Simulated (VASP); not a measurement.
# Ga8AsP7 (P1) in VASP: notebook

The runs below take Ga8AsP7 through single point, with PBEsol, r2SCAN.

All numbers are computed with VASP 6.6.1; they aren't measurements. Logs are shortened: lines on timing, memory, paths and dates and some standing lists are left out, and cuts for length are marked.

## (1) The cell of the first run

The typed cell holds 64 atoms: a = 10.946 Å, b = 10.946 Å, c = 10.946 Å, α = 90.00°, β = 90.00°, γ = 90.00°.

## (2) Single point, PBEsol

The input, INCAR:

```
ALGO = Normal
EDIFF = 1E-7
ENCUT = 520
GGA = PS
ISIF = 2
ISMEAR = -1
LASPH = True
LCHARG = False
LREAL = Auto
LWAVE = False
NBANDS = 326
NELM = 60
PREC = Accurate
SIGMA = 0.05
```

The input, KPOINTS:

```
Automatic mesh
0
Gamma
  1 1 1
  0.5 0.5 0.5
```

The input, POSCAR:

```
Ga8AsP7
1.0
   10.9464486141      0.0000000000      0.0000000000
    0.0000000000     10.9464486141      0.0000000000
    0.0000000000      0.0000000000     10.9464486141
Ga P As
32 28 4
Direct
    0.9994290000      0.9991840000      0.9993140000
    0.9992780000      0.9989300000      0.4986790000
    0.9994420000      0.4995040000      0.0005340000
    0.9993880000      0.4999410000      0.5000260000
    0.5000970000      0.9989110000      0.0069770000
    0.5031690000      0.9960560000      0.5026150000
    0.5001250000      0.4999050000      0.9994690000
    0.5032750000      0.5028580000      0.4955620000
    0.2463110000      0.2529880000      0.0030780000
    0.2434710000      0.2494220000      0.4998740000
    0.2496600000      0.7492660000      0.9997170000
    0.2494700000      0.7488020000      0.4988530000
    0.7511970000      0.2495690000      0.9998310000
    0.7508470000      0.2500190000      0.4988140000
    0.7534820000      0.7458540000      0.0030330000
    0.7509450000      0.7495160000      0.4998600000
    0.2460990000      0.9958460000      0.2467900000
    0.2467710000      0.9960640000      0.7467650000
    0.2499780000      0.4999400000      0.2501890000
    0.2461990000      0.5026170000      0.7534990000
    0.7505150000      0.9994620000      0.2504440000
    0.7543320000      0.0022100000      0.7472810000
    0.7510710000      0.4996230000      0.2498470000
    0.7506650000      0.4998420000      0.7497950000
    0.9988660000      0.2494590000      0.2497950000
    0.9997410000      0.2500580000      0.7502500000
    0.0000390000      0.7488250000      0.2502010000
    0.9990780000      0.7494440000      0.7498030000
    0.5030240000      0.2531630000      0.2472790000
    0.5066640000      0.2494790000      0.7500100000
    0.5000900000      0.7493610000      0.2499810000
    0.4967320000      0.7455820000      0.7470190000
    0.1227700000      0.1243830000      0.1248570000
    0.1218420000      0.1233840000      0.6248750000
    0.1248710000      0.6243830000      0.1249100000
    0.1238820000      0.6253520000      0.6247860000
    0.6270790000      0.1255270000      0.1258880000
    0.6280820000      0.1243890000      0.6236760000
    0.6250870000      0.6235380000      0.1258720000
    0.6261190000      0.6243680000      0.6238340000
    0.3749180000      0.3764370000      0.1248610000
    0.3738250000      0.8723300000      0.1259150000
    0.3739030000      0.8723750000      0.6237340000
    0.8750330000      0.3745830000      0.1249790000
    0.8750670000      0.3745410000      0.6247970000
    0.8759070000      0.8743230000      0.1258550000
    0.8759540000      0.8744030000      0.6238370000
    0.3748850000      0.6254010000      0.3737830000
    0.3739530000      0.6243540000      0.8758930000
    0.8750580000      0.1244830000      0.3747030000
    0.8761040000      0.1254180000      0.8749230000
    0.8750850000      0.6245190000      0.3748800000
    0.8759600000      0.6235660000      0.8748990000
    0.1228620000      0.3755090000      0.3738460000
    0.1228800000      0.3754070000      0.8758870000
    0.1238520000      0.8732880000      0.3748230000
    0.1238540000      0.8733990000      0.8748120000
    0.6271050000      0.3755030000      0.3738330000
    0.6271780000      0.3755230000      0.8759290000
    0.6261730000      0.8733300000      0.3747150000
    0.3750590000      0.3764810000      0.6248440000
    0.3749110000      0.1235220000      0.3738790000
    0.3741080000      0.1243120000      0.8757830000
    0.6258410000      0.8735150000      0.8746540000
```

Potentials or basis: VASP PAW PBE potentials, release 64 (Ga_d, P, As).

The run is started by

```bash
> cat potpaw_PBE.64/Ga_d/POTCAR potpaw_PBE.64/P/POTCAR potpaw_PBE.64/As/POTCAR > POTCAR
> mpirun -np 1 vasp_std > vasp.out
```

OUTCAR:

```text
EDIFF = 1E-7
   ENCUT = 520
   GGA = PS
   ISIF = 2
   ISMEAR = -1
   LASPH = True
   LREAL = Auto
   NELM = 60
   PREC = Accurate

 ion  position               nearest neighbor table
   1  0.999  0.999  0.999-  51 2.36  33 2.36  57 2.37  46 2.37
   2  0.999  0.999  0.499-  47 2.36  34 2.36  50 2.36  56 2.36
   3  0.999  0.500  0.001-  55 2.35  53 2.36  44 2.36  35 2.37
   4  0.999  0.500  0.500-  52 2.36  54 2.36  45 2.37  36 2.37
   5  0.500  0.999  0.007-  42 2.35  37 2.36  63 2.42  64 2.42
   6  0.503  0.996  0.503-  60 2.36  43 2.36  38 2.37  62 2.43
[... 56 lines left out ...]
  63  0.374  0.124  0.876-   5 2.42  30 2.42   9 2.43  18 2.43
  64  0.626  0.874  0.875-   5 2.42  15 2.42  22 2.43  32 2.43

  LATTYP: Found a simple cubic cell.
 ALAT       =    10.9464486141

  Lattice vectors:

 A1 = (  10.9464486141,   0.0000000000,   0.0000000000)
 A2 = (   0.0000000000,  10.9464486141,   0.0000000000)
 A3 = (   0.0000000000,   0.0000000000,  10.9464486141)

Analysis of symmetry for initial positions (statically):
=====================================================================
 Subroutine PRICEL returns:
 Original cell was already a primitive cell.

 Routine SETGRP: Setting up the symmetry group for a
 simple cubic supercell.

 Subroutine GETGRP returns: Found  1 space group operations
 (whereof  1 operations were pure point group operations)
 out of a pool of 48 trial point group operations.

The static configuration has the point symmetry C_1 .

Analysis of symmetry for dynamics (positions and initial velocities):
=====================================================================
 Subroutine PRICEL returns:
 Original cell was already a primitive cell.

 Routine SETGRP: Setting up the symmetry group for a
 simple cubic supercell.

 Subroutine GETGRP returns: Found  1 space group operations
 (whereof  1 operations were pure point group operations)
 out of a pool of 48 trial point group operations.

The dynamic configuration has the point symmetry C_1 .

 Subroutine INISYM returns: Found  1 space group operations
 (whereof  1 operations are pure point group operations),
 and found     1 'primitive' translations

----------------------------------------------------------------------------------------

                                     Primitive cell

  volume of cell :    1311.6553

  direct lattice vectors                    reciprocal lattice vectors
    10.946448614  0.000000000  0.000000000     0.091353829  0.000000000  0.000000000
     0.000000000 10.946448614  0.000000000     0.000000000  0.091353829  0.000000000
     0.000000000  0.000000000 10.946448614     0.000000000  0.000000000  0.091353829

  length of vectors
    10.946448614 10.946448614 10.946448614     0.091353829  0.091353829  0.091353829

  position of ions in fractional coordinates (direct lattice)
     0.999429000  0.999184000  0.999314000
     0.999278000  0.998930000  0.498679000
     0.999442000  0.499504000  0.000534000
     0.999388000  0.499941000  0.500026000
     0.500097000  0.998911000  0.006977000
     0.503169000  0.996056000  0.502615000
[... 56 lines left out ...]
     0.374108000  0.124312000  0.875783000
     0.625841000  0.873515000  0.874654000

  ion indices of the primitive-cell ions
   primitive index   ion index
                 1           1
                 2           2
                 3           3
                 4           4
                 5           5
                 6           6
[... 56 lines left out ...]
                63          63
                64          64

----------------------------------------------------------------------------------------

 KPOINTS: Automatic mesh

Automatic generation of k-mesh.
 Grid dimensions read from file:
 generate k-points for:    1    1    1

 Generating k-lattice:

  Cartesian coordinates                     Fractional coordinates (reciprocal lattice)
     0.091353829  0.000000000  0.000000000     1.000000000  0.000000000  0.000000000
     0.000000000  0.091353829  0.000000000     0.000000000  1.000000000  0.000000000
     0.000000000  0.000000000  0.091353829     0.000000000  0.000000000  1.000000000

  Length of vectors
     0.091353829  0.091353829  0.091353829

  Shift w.r.t. Gamma in fractional coordinates (k-lattice)
     0.500000000  0.500000000  0.500000000

 Subroutine IBZKPT returns following result:
 ===========================================

 Found      1 irreducible k-points:

 Following reciprocal coordinates:
            Coordinates               Weight
  0.500000  0.500000  0.500000      1.000000
   k-points           NKPTS =      1   k-points in BZ     NKDIM =      1   number of bands    NBANDS=    326
   number of dos      NEDOS =    301   number of ions     NIONS =     64
   total plane-waves  NPLWV = 592704
   dimension x,y,z NGX =    84 NGY =   84 NGZ =   84
   dimension x,y,z NGXF=   168 NGYF=  168 NGZF=  168
   ions per type =              32  28   4
   NGX,Y,Z   is equivalent  to a cutoff of  12.76, 12.76, 12.76 a.u.
   NGXF,Y,Z  is equivalent  to a cutoff of  25.51, 25.51, 25.51 a.u.
 SYSTEM =  unknown system
   PREC   = accura    normal or accurate (medium, high low for compatibility)
   ISTART =      0    job   : 0-new  1-cont  2-samecut
   ICHARG =      2    charge: 1-file 2-atom 10-const
   ISPIN  =      1    spin polarized calculation?
   LNONCOLLINEAR =      F non collinear calculations
   LSORBIT =      F    spin-orbit coupling
   LASPH  =      T    aspherical Exc in radial PAW
   ENCUT  =  520.0 eV  38.22 Ry    6.18 a.u.  20.35 20.35 20.35*2*pi/ulx,y,z
   NELM   =     60;   NELMIN=  2; NELMDL= -5     # of ELM steps
   EDIFF  = 0.1E-06   stopping-criterion for ELM
   LREAL  =      T    real-space projection
   EDIFFG = 0.1E-05   stopping-criterion for IOM
   NSW    =      0    number of steps for IOM
   IBRION =     -1    ionic relax: 0-MD 1-quasi-New 2-CG
   NFREE  =      0    steps in history (QN), initial steepest desc. (CG)
   ISIF   =      2    stress and relaxation
   ISYM   =      2    0-nonsym 1-usesym 2-fastsym
   POTIM  = 0.5000    time-step for ionic-motion
   TEBEG  =    0.0;   TEEND  =   0.0 temperature during run
   PSTRESS=    0.0 pullay stress
   NELECT =     576.0000    total number of electrons
   NUPDOWN=      -1.0000    fix difference up-down
   EMIN   =  10.00;   EMAX   =-10.00  energy-range for DOS
   EFERMI =   0.00;   METHOD = LEGACY
   ISMEAR =    -1;   SIGMA  =   0.05  broadening in eV -4-tet -1-fermi 0-gaus
   EFERMI_NEDOS =   21; number of points for ismear=-14 and -15
   IALGO  =     38    algorithm
   IMIX   =      4    mixing-type and parameters
     AMIX     =   0.40;   BMIX     =  1.00
     AMIX_MAG =   1.60;   BMIX_MAG =  1.00
  volume/ion in A,a.u.               =      20.49       138.30
  Fermi-wavevector in a.u.,A,eV,Ry     =   1.244350  2.351480 21.067342  1.548406
  Thomas-Fermi vector in A             =   2.378620
   LORBIT       =      0    0 simple, 1 ext, 2 COOP (PROOUT), +10 PAW based schemes
   GGA     = PS    functional components
   LHFCALC =     F    Hartree Fock is set to
   AEXX    =    0.0000 exact exchange contribution
   IVDW    =     0    specifies the selected vdW correction
   LEPSILON=     F    determine dielectric tensor
   LRPA    =     F    only Hartree local field effects (RPA)
 non-spin polarized calculation
  energy-cutoff  :      520.00
  volume of cell :     1311.66
 maximum number of plane-waves:     35208
 NGX is ok and might be reduce to    80
   NGX = 41   NGY = 41   NGZ = 41

 number of electron     575.9999949 magnetization

 Free energy of the ion-electron system (eV)
  ---------------------------------------------------
  ext. energy  EPLUGINS =         0.00000000
  ---------------------------------------------------
  free energy    TOTEN  =      -309.61948091 eV

  energy without entropy =     -309.61948091  energy(sigma->0) =     -309.61948091

 E-fermi :   5.2136     XC(G=0):  -9.9785

 val. band max:        4.0107731620   @ k =   0.5000   0.5000   0.5000
 cond. band min:       6.4437397050   @ k =   0.5000   0.5000   0.5000
 fundamental gap:      2.4329665429
 Fermi energy:         5.2136449396

 k-point     1 :       0.5000    0.5000    0.5000
  band No.  band energies     occupation
      1     -10.1991      2.00000
      2     -10.1988      2.00000
      3     -10.1980      2.00000
      4     -10.1973      2.00000
      5     -10.1956      2.00000
      6     -10.1951      2.00000
[... 292 lines left out ...]
    299       6.7351      0.00000
    300       6.7472      0.00000
 [bands above 300 left out]

------------------------ aborting loop because EDIFF is reached ----------------------------------------

  FORCE on cell =-STRESS in cart. coord.  units (eV):
  Direction    XX          YY          ZZ          XY          YZ          ZX
  --------------------------------------------------------------------------------------
  -------------------------------------------------------------------------------------
  Total       -0.1594541     -0.2059831     -0.1726656      0.0372837      0.0154149     -0.0165410
  in kB       -0.1947721     -0.2516068     -0.2109097      0.0455418      0.0188292     -0.0202047
  external PRESSURE =      -0.2190962 kB  Pullay stress =       0.0000000 kB

 VOLUME and BASIS-vectors are now :
 -----------------------------------------------------------------------------
  energy-cutoff  :      520.00
  volume of cell :     1311.66
      direct lattice vectors                 reciprocal lattice vectors
    10.946448614  0.000000000  0.000000000     0.091353829  0.000000000  0.000000000
     0.000000000 10.946448614  0.000000000     0.000000000  0.091353829  0.000000000
     0.000000000  0.000000000 10.946448614     0.000000000  0.000000000  0.091353829

 POSITION                                       TOTAL-FORCE (eV/Angst)
 -----------------------------------------------------------------------------------
     10.94020     10.93752     10.93894         0.003552      0.013975     -0.000339
     10.93855     10.93474      5.45876         0.004798      0.002460      0.005952
     10.94034      5.46779      0.00585         0.004134     -0.002295     -0.008660
     10.93975      5.47258      5.47351        -0.002514     -0.000615     -0.009351
      5.47429     10.93453      0.07637        -0.009921      0.002718      0.013994
      5.50791     10.90328      5.50185         0.011304     -0.012688      0.020625
[... 56 lines left out ...]
      4.09515      1.36077      9.58671        -0.006032      0.010102      0.003971
      6.85074      9.56189      9.57436         0.006652     -0.004332      0.017084
 -----------------------------------------------------------------------------------
    total drift:                                0.001304     -0.023333      0.003665

  FREE ENERGIE OF THE ION-ELECTRON SYSTEM (eV)
  ---------------------------------------------------
  free  energy   TOTEN  =      -309.6194809112 eV

  energy  without entropy=     -309.6194809108  energy(sigma->0) =     -309.61948091
```

It took 32 min on 1 thread of Oxide Virtual Turin-like, shared host; peak memory 1.2 GiB.

Results:

* Free energy: -309.6195 eV
* Pressure: 0.0 GPa
* Largest force: 0.030 eV/Å
* Band gap on the k mesh: 2.43 eV

Forces on the atoms (eV/Å):
```
Ga   0.004  0.014  0.000
Ga   0.005  0.002  0.006
Ga   0.004 -0.002 -0.009
Ga  -0.003 -0.001 -0.009
Ga  -0.010  0.003  0.014
Ga   0.011 -0.013  0.021
Ga  -0.009  0.000  0.004
Ga   0.002  0.001 -0.011
Ga  -0.005  0.009  0.006
Ga  -0.025  0.000 -0.001
Ga   0.007  0.003  0.004
Ga  -0.003  0.004 -0.001
Ga   0.000  0.002  0.002
Ga   0.000 -0.004  0.002
Ga   0.006 -0.005  0.005
Ga  -0.001 -0.002 -0.008
Ga  -0.009 -0.012 -0.006
Ga  -0.018 -0.008 -0.013
Ga   0.001  0.007  0.001
Ga  -0.012  0.016  0.014
Ga   0.008  0.003  0.002
Ga   0.012  0.013 -0.021
Ga  -0.005 -0.004 -0.001
Ga  -0.001 -0.008  0.003
Ga   0.001 -0.001  0.002
Ga  -0.001 -0.007  0.003
Ga  -0.003  0.007  0.005
Ga   0.007  0.004 -0.003
Ga   0.016  0.016 -0.019
Ga   0.023  0.002 -0.003
Ga  -0.008 -0.004  0.001
Ga  -0.020 -0.007 -0.010
P    0.001 -0.001 -0.004
P    0.001 -0.003 -0.002
P   -0.001 -0.005 -0.002
P   -0.002  0.002  0.009
P    0.003  0.002  0.010
P    0.005 -0.001 -0.003
P    0.004 -0.004 -0.001
P    0.004  0.008 -0.001
P    0.003 -0.002 -0.002
P   -0.001 -0.002  0.000
P    0.010 -0.002 -0.004
P   -0.003 -0.007 -0.004
P   -0.003 -0.001 -0.002
P    0.000 -0.005  0.001
P    0.003 -0.002  0.002
P    0.006 -0.003 -0.003
P    0.001  0.001 -0.002
P   -0.005 -0.007 -0.003
P   -0.002  0.000  0.003
P    0.001 -0.008  0.001
P    0.003 -0.005  0.003
P    0.000  0.002  0.002
P   -0.004  0.007  0.006
P   -0.003  0.000 -0.004
P   -0.001 -0.006  0.000
P    0.002  0.005 -0.002
P    0.005  0.004 -0.005
P   -0.003  0.004  0.006
As   0.003 -0.009 -0.004
As  -0.001  0.004  0.007
As  -0.006  0.010  0.004
As   0.007 -0.004  0.017
```

Caveat: the k points lie up to 0.57 Å⁻¹ apart; the PAW data sets were made with another functional, which shifts forces and pressure a little; a shifted mesh leaves out Γ, where band edges can lie. A k mesh can miss the band edges.

(Continued in part 2 of 2.)
